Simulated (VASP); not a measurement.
## I: single point with PBE-based screened hybrid with 35 % exact exchange

The system is I.

```xyz
4
Lattice="3.6350 -2.3950 0.0000 3.6350 2.3950 0.0000 0.0000 0.0000 9.7934" Properties=species:S:1:pos:R:3 pbc="T T T"
I     3.6350   -0.7152    3.7646
I     3.6350    1.6799    1.1321
I     3.6350    0.7152    6.0288
I     3.6350   -1.6799    8.6613
```

```json
{
 "Program": "VASP 6.6.1",
 "Task": "single point",
 "Functional": "PBE-based screened hybrid with 35 % exact exchange",
 "Potentials or basis": "VASP PAW PBE potentials, release 64 (I)",
 "Cutoff": "520 eV",
 "k mesh": "4 × 4 × 2",
 "Occupations": "fermi-dirac, width 0.05 eV",
 "Spin": "no spin polarisation"
}
```

| Item | Value |
| --- | --- |
| Pressure | 0.5 GPa |
| Largest force | 0.059 eV/Å |
| Band gap on the k mesh | 2.52 eV (least direct gap 2.75 eV) |

Forces in eV/Å, atoms in the order of the input:
```
I    0.000  0.024 -0.054
I    0.000  0.024  0.054
I    0.000 -0.024  0.054
I    0.000 -0.024 -0.054
```

Stress tensor (GPa, compression positive):
```
0.96 0.00 0.00
0.00 0.42 0.00
0.00 0.00 0.21
```

Levels at points of the mesh, in eV from the valence-band top:
| k point | band 11 | band 12 | band 13 | band 14 | band 15 | band 16 | band 17 | band 18 |
| --- | --- | --- | --- | --- | --- | --- | --- | --- |
| (0.00, 0.00, 0.00) | -1.22 | -0.61 | -0.23 | -0.15 | 2.60 | 3.57 | 6.55 | 6.61 |
| (0.50, 0.00, 0.00) | -1.32 | -1.32 | -0.52 | -0.52 | 3.47 | 3.47 | 6.71 | 6.71 |
| (0.50, 0.50, 0.00) | -2.12 | -1.46 | -0.80 | -0.45 | 2.52 | 3.13 | 6.41 | 7.15 |
| (0.00, 0.00, 0.50) | -1.12 | -1.12 | -0.19 | -0.19 | 2.90 | 2.90 | 7.07 | 7.07 |
| (0.50, 0.00, 0.50) | -0.90 | -0.90 | 0.00 | 0.00 | 2.93 | 2.93 | 7.10 | 7.10 |
| (0.50, 0.50, 0.50) | -1.36 | -1.36 | -1.18 | -1.18 | 2.65 | 2.65 | 7.41 | 7.41 |

Wall time 65 min on 1 thread of AMD EPYC 7R13 Processor (Zen 3), with other jobs on the host, peak memory 0.4 GiB.

Caveat: this functional lacks dispersion, which holds the molecules together, so the pressure and a relaxed volume are unreliable; the PAW data sets were made with another functional, which shifts forces and pressure a little; spin-orbit coupling is left out, which moves the levels of the heavy elements. A k mesh can miss the band edges.
